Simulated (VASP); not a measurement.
# CsSnI3 (Pm-3m) in VASP: further runs

Runs on CsSnI3. Level: PBE. Tasks: single point.

Program: VASP 6.6.1. These are calculated values, not measurements. Logs are shortened: lines on timing, memory, paths and dates and some standing lists are left out, and cuts for length are marked.

## Step 1: The cell of the first run

The structure is cubic, space group Pm-3m (No. 221). The conventional cell has a = 5.906 Å, b = 5.906 Å, c = 5.906 Å, α = 90.00°, β = 90.00°, γ = 90.00°. Cs (site symmetry m-3m) has 12 I at 4.18 Å and 8 Sn at 5.11 Å within 5.5 Å. Within 3.9 Å of Sn (site symmetry m-3m) lie 6 I at 2.95 Å. I (site symmetry 4/mmm) has 2 Sn at 2.95 Å within 3.9 Å.

## Step 2: Single point, PBE (equal strain along all axes, cell held: -6.0 %)

INCAR

```
PREC     = Accurate       # precision mode
ENCUT    = 520            # plane-wave cutoff, eV
EDIFF    = 1E-6           # SCF threshold, eV
ISMEAR   = 0              # smearing method
SIGMA    = 0.02           # smearing width, eV
LREAL    = False          # projectors in reciprocal space
LASPH    = True           # aspherical terms in the spheres
NELM     = 80             # most SCF steps
ALGO     = Normal         # electronic algorithm
ISIF     = 2              # what is computed and relaxed
LWAVE    = False          # write WAVECAR
LCHARG   = False          # write CHGCAR
GGA      = PE             # functional
NBANDS   = 30             # bands
```

KPOINTS

```
regular mesh
0
Gamma
  6 6 6
```

POSCAR

```
CsSnI3
1.0
    5.9061799504      0.0000000000      0.0000000000
    0.0000000000      5.9061799504      0.0000000000
    0.0000000000      0.0000000000      5.9061799504
Cs Sn I
1 1 3
Direct
    0.0000000000      0.0000000000      0.0000000000
    0.5000000000      0.5000000000      0.5000000000
    0.0000000000      0.5000000000      0.5000000000
    0.5000000000      0.0000000000      0.5000000000
    0.5000000000      0.5000000000      0.0000000000
```

Potentials or basis: VASP PAW PBE potentials, release 64 (Cs_sv, Sn_d, I).

Run with:

```console
$ cat potpaw_PBE.64/Cs_sv/POTCAR potpaw_PBE.64/Sn_d/POTCAR potpaw_PBE.64/I/POTCAR > POTCAR
$ mpirun -np 1 vasp_std > vasp.out
```

OUTCAR:

```text
PREC = Accurate
   ENCUT = 520
   EDIFF = 1E-6
   ISMEAR = 0
   LREAL = False
   LASPH = True
   NELM = 80
   ISIF = 2
   GGA = PE

 ion  position               nearest neighbor table
   1  0.000  0.000  0.000-
   2  0.500  0.500  0.500-   3 2.95   4 2.95   5 2.95   5 2.95   4 2.95   3 2.95
   3  0.000  0.500  0.500-   2 2.95   2 2.95
   4  0.500  0.000  0.500-   2 2.95   2 2.95
   5  0.500  0.500  0.000-   2 2.95   2 2.95

  LATTYP: Found a simple cubic cell.
 ALAT       =     5.9061799504

  Lattice vectors:

 A1 = (   5.9061799504,   0.0000000000,   0.0000000000)
 A2 = (   0.0000000000,   5.9061799504,   0.0000000000)
 A3 = (   0.0000000000,   0.0000000000,   5.9061799504)

Analysis of symmetry for initial positions (statically):
=====================================================================
 Subroutine PRICEL returns:
 Original cell was already a primitive cell.

 Routine SETGRP: Setting up the symmetry group for a
 simple cubic supercell.

 Subroutine GETGRP returns: Found 48 space group operations
 (whereof 48 operations were pure point group operations)
 out of a pool of 48 trial point group operations.

The static configuration has the point symmetry O_h .

Analysis of symmetry for dynamics (positions and initial velocities):
=====================================================================
 Subroutine PRICEL returns:
 Original cell was already a primitive cell.

 Routine SETGRP: Setting up the symmetry group for a
 simple cubic supercell.

 Subroutine GETGRP returns: Found 48 space group operations
 (whereof 48 operations were pure point group operations)
 out of a pool of 48 trial point group operations.

The dynamic configuration has the point symmetry O_h .

 Subroutine INISYM returns: Found 48 space group operations
 (whereof 48 operations are pure point group operations),
 and found     1 'primitive' translations

----------------------------------------------------------------------------------------

                                     Primitive cell

  volume of cell :     206.0250

  direct lattice vectors                    reciprocal lattice vectors
     5.906179950  0.000000000  0.000000000     0.169314177  0.000000000  0.000000000
     0.000000000  5.906179950  0.000000000     0.000000000  0.169314177  0.000000000
     0.000000000  0.000000000  5.906179950     0.000000000  0.000000000  0.169314177

  length of vectors
     5.906179950  5.906179950  5.906179950     0.169314177  0.169314177  0.169314177

  position of ions in fractional coordinates (direct lattice)
     0.000000000  0.000000000  0.000000000
     0.500000000  0.500000000  0.500000000
     0.000000000  0.500000000  0.500000000
     0.500000000  0.000000000  0.500000000
     0.500000000  0.500000000  0.000000000

  ion indices of the primitive-cell ions
   primitive index   ion index
                 1           1
                 2           2
                 3           3
                 4           4
                 5           5

----------------------------------------------------------------------------------------

 KPOINTS: regular mesh

Automatic generation of k-mesh.
 Grid dimensions read from file:
 generate k-points for:    6    6    6

 Generating k-lattice:

  Cartesian coordinates                     Fractional coordinates (reciprocal lattice)
     0.028219030  0.000000000  0.000000000     0.166666667  0.000000000  0.000000000
     0.000000000  0.028219030  0.000000000     0.000000000  0.166666667  0.000000000
     0.000000000  0.000000000  0.028219030     0.000000000  0.000000000  0.166666667

  Length of vectors
     0.028219030  0.028219030  0.028219030

  Shift w.r.t. Gamma in fractional coordinates (k-lattice)
     0.000000000  0.000000000  0.000000000

 Subroutine IBZKPT returns following result:
 ===========================================

 Found     20 irreducible k-points:

 Following reciprocal coordinates:
            Coordinates               Weight
  0.000000  0.000000  0.000000      1.000000
  0.166667  0.000000  0.000000      6.000000
  0.333333  0.000000  0.000000      6.000000
  0.500000  0.000000  0.000000      3.000000
  0.166667  0.166667  0.000000     12.000000
  0.333333  0.166667  0.000000     24.000000
[... 12 lines left out ...]
  0.500000  0.500000  0.333333      6.000000
  0.500000  0.500000  0.500000      1.000000
   k-points           NKPTS =     20   k-points in BZ     NKDIM =     20   number of bands    NBANDS=     30
   number of dos      NEDOS =    301   number of ions     NIONS =      5
   total plane-waves  NPLWV = 110592
   dimension x,y,z NGX =    48 NGY =   48 NGZ =   48
   dimension x,y,z NGXF=    96 NGYF=   96 NGZF=   96
   ions per type =               1   1   3
   NGX,Y,Z   is equivalent  to a cutoff of  13.51, 13.51, 13.51 a.u.
   NGXF,Y,Z  is equivalent  to a cutoff of  27.02, 27.02, 27.02 a.u.
 SYSTEM =  unknown system
   PREC   = accura    normal or accurate (medium, high low for compatibility)
   ISTART =      0    job   : 0-new  1-cont  2-samecut
   ICHARG =      2    charge: 1-file 2-atom 10-const
   ISPIN  =      1    spin polarized calculation?
   LNONCOLLINEAR =      F non collinear calculations
   LSORBIT =      F    spin-orbit coupling
   LASPH  =      T    aspherical Exc in radial PAW
   ENCUT  =  520.0 eV  38.22 Ry    6.18 a.u.  10.98 10.98 10.98*2*pi/ulx,y,z
   NELM   =     80;   NELMIN=  2; NELMDL= -5     # of ELM steps
   EDIFF  = 0.1E-05   stopping-criterion for ELM
   LREAL  =      F    real-space projection
[... 7 lines left out ...]
   TEBEG  =    0.0;   TEEND  =   0.0 temperature during run
   PSTRESS=    0.0 pullay stress
   NELECT =      44.0000    total number of electrons
   NUPDOWN=      -1.0000    fix difference up-down
   EMIN   =  10.00;   EMAX   =-10.00  energy-range for DOS
   EFERMI =   0.00;   METHOD = LEGACY
   ISMEAR =     0;   SIGMA  =   0.02  broadening in eV -4-tet -1-fermi 0-gaus
   EFERMI_NEDOS =   21; number of points for ismear=-14 and -15
   IALGO  =     38    algorithm
   IMIX   =      4    mixing-type and parameters
     AMIX     =   0.40;   BMIX     =  1.00
     AMIX_MAG =   1.60;   BMIX_MAG =  1.00
  volume/ion in A,a.u.               =      41.21       278.07
  Fermi-wavevector in a.u.,A,eV,Ry     =   0.978556  1.849203 13.028558  0.957572
  Thomas-Fermi vector in A             =   2.109341
   LORBIT       =      0    0 simple, 1 ext, 2 COOP (PROOUT), +10 PAW based schemes
   GGA     = PE    functional components
   LHFCALC =     F    Hartree Fock is set to
   AEXX    =    0.0000 exact exchange contribution
   IVDW    =     0    specifies the selected vdW correction
   LEPSILON=     F    determine dielectric tensor
   LRPA    =     F    only Hartree local field effects (RPA)
 non-spin polarized calculation
 Gauss-broadening in eV      SIGMA  =   0.02
  energy-cutoff  :      520.00
  volume of cell :      206.03
 maximum number of plane-waves:      5592
 NGX is ok and might be reduce to    48
   NGX = 21   NGY = 21   NGZ = 21

 number of electron      43.9999983 magnetization

 Free energy of the ion-electron system (eV)
  ---------------------------------------------------
  ext. energy  EPLUGINS =         0.00000000
  ---------------------------------------------------
  free energy    TOTEN  =       -13.53817560 eV

  energy without entropy =      -13.53803277  energy(sigma->0) =      -13.53810419

 E-fermi :   4.5332     XC(G=0):  -8.1536

 val. band max:        4.1184725916   @ k =   0.5000   0.5000   0.3333
 cond. band min:       4.5392661020   @ k =   0.5000   0.5000   0.5000
 fundamental gap:      0.4207935104
 Fermi energy:         4.5331746993

 k-point     1 :       0.0000    0.0000    0.0000
  band No.  band energies     occupation
      1     -18.1447      2.00000
      2     -17.8278      2.00000
      3     -17.8278      2.00000
      4     -17.7807      2.00000
      5     -17.7807      2.00000
      6     -17.7807      2.00000
[... 22 lines left out ...]
     29       9.8286      0.00000
     30       9.8325      0.00000

 k-point     2 :       0.1667    0.0000    0.0000
  band No.  band energies     occupation
      1     -18.1444      2.00000
      2     -17.8278      2.00000
      3     -17.8269      2.00000
      4     -17.7808      2.00000
      5     -17.7808      2.00000
      6     -17.7807      2.00000
[... 22 lines left out ...]
     29       8.6085      0.00000
     30       9.5260      0.00000

 k-point     3 :       0.3333    0.0000    0.0000
  band No.  band energies     occupation
      1     -18.1438      2.00000
      2     -17.8278      2.00000
      3     -17.8250      2.00000
      4     -17.7811      2.00000
      5     -17.7811      2.00000
      6     -17.7807      2.00000
[... 22 lines left out ...]
     29       8.3908      0.00000
     30       8.8034      0.00000

 k-point     4 :       0.5000    0.0000    0.0000
  band No.  band energies     occupation
      1     -18.1436      2.00000
      2     -17.8278      2.00000
      3     -17.8240      2.00000
      4     -17.7812      2.00000
      5     -17.7812      2.00000
      6     -17.7807      2.00000
[... 22 lines left out ...]
     29       9.2005      0.00000
     30       9.2006      0.00000

 k-point     5 :       0.1667    0.1667    0.0000
  band No.  band energies     occupation
      1     -18.1441      2.00000
      2     -17.8273      2.00000
      3     -17.8264      2.00000
      4     -17.7809      2.00000
      5     -17.7808      2.00000
      6     -17.7808      2.00000
[... 22 lines left out ...]
     29       8.4045      0.00000
     30       8.6940      0.00000
[... 394 lines left out ...]
     29       8.6541      0.00000
     30       9.2840      0.00000

 k-point    18 :       0.5000    0.3333    0.3333
  band No.  band energies     occupation
      1     -18.1422      2.00000
      2     -17.8235      2.00000
      3     -17.8226      2.00000
      4     -17.7815      2.00000
      5     -17.7815      2.00000
      6     -17.7814      2.00000
[... 22 lines left out ...]
     29       8.3874      0.00000
     30       8.9469      0.00000

 k-point    19 :       0.5000    0.5000    0.3333
  band No.  band energies     occupation
      1     -18.1420      2.00000
      2     -17.8231      2.00000
      3     -17.8221      2.00000
      4     -17.7816      2.00000
      5     -17.7815      2.00000
      6     -17.7815      2.00000
[... 22 lines left out ...]
     29       8.2503      0.00000
     30       9.1265      0.00000

 k-point    20 :       0.5000    0.5000    0.5000
  band No.  band energies     occupation
      1     -18.1417      2.00000
      2     -17.8221      2.00000
      3     -17.8221      2.00000
      4     -17.7816      2.00000
      5     -17.7816      2.00000
      6     -17.7816      2.00000
[... 22 lines left out ...]
     29       8.0238      0.00000
     30       9.3355      0.00000

------------------------ aborting loop because EDIFF is reached ----------------------------------------

  FORCE on cell =-STRESS in cart. coord.  units (eV):
  Direction    XX          YY          ZZ          XY          YZ          ZX
  --------------------------------------------------------------------------------------
  -------------------------------------------------------------------------------------
  Total        5.6545372      5.6545372      5.6545372      0.0000000      0.0000000     -0.0000000
  in kB       43.9731546     43.9731546     43.9731546      0.0000000      0.0000000     -0.0000000
  external PRESSURE =      43.9731546 kB  Pullay stress =       0.0000000 kB

 VOLUME and BASIS-vectors are now :
 -----------------------------------------------------------------------------
  energy-cutoff  :      520.00
  volume of cell :      206.03
      direct lattice vectors                 reciprocal lattice vectors
     5.906179950  0.000000000  0.000000000     0.169314177  0.000000000  0.000000000
     0.000000000  5.906179950  0.000000000     0.000000000  0.169314177  0.000000000
     0.000000000  0.000000000  5.906179950     0.000000000  0.000000000  0.169314177

 POSITION                                       TOTAL-FORCE (eV/Angst)
 -----------------------------------------------------------------------------------
      0.00000      0.00000      0.00000         0.000000      0.000000      0.000000
      2.95309      2.95309      2.95309         0.000000      0.000000      0.000000
      0.00000      2.95309      2.95309         0.000000      0.000000      0.000000
      2.95309      0.00000      2.95309         0.000000      0.000000      0.000000
      2.95309      2.95309      0.00000         0.000000      0.000000      0.000000
 -----------------------------------------------------------------------------------
    total drift:                                0.000000     -0.000000     -0.000000

  FREE ENERGIE OF THE ION-ELECTRON SYSTEM (eV)
  ---------------------------------------------------
  free  energy   TOTEN  =       -13.5381756030 eV

  energy  without entropy=      -13.5380327676  energy(sigma->0) =      -13.53810419
```

Wall time 52 s (1 thread of Intel Xeon 6975P-C (Granite Rapids), shared host); peak memory 0.39 GiB.

Results:

```yaml
Free_energy: -13.5382 eV
Pressure: 4.4 GPa
Band_gap_on_the_k_mesh: zero (filled and empty bands touch)
```

Levels at points of the mesh, in eV from the Fermi level:
```tsv
k point	band 18	band 19	band 20	band 21	band 22	band 23	band 24	band 25	band 26	band 27
(0.00, 0.00, 0.00)	-3.04	-3.04	-2.77	-2.77	-2.77	1.82	2.38	2.38	2.69	2.69
(0.50, 0.00, 0.00)	-3.34	-3.29	-2.98	-2.98	-1.70	0.87	3.55	3.58	3.61	3.63
(0.50, 0.50, 0.00)	-3.47	-3.47	-3.11	-2.27	-0.64	0.54	0.54	3.78	4.05	4.19
(0.50, 0.50, 0.50)	-3.10	-2.24	-2.24	-2.24	0.01	0.01	0.01	0.45	2.45	3.49
```

Caveat: the cell differs from its parent crystal (equal strain along all axes, cell held: -6.0 %); the cell stands under pressure; semilocal functionals underestimate gaps, and a narrow one can read as zero; spin-orbit coupling is left out, which moves the levels of the heavy elements.

(Part 1 of 2 ends here.)

The gap in the log of VASP goes by the Fermi energy; the results here count the filled bands.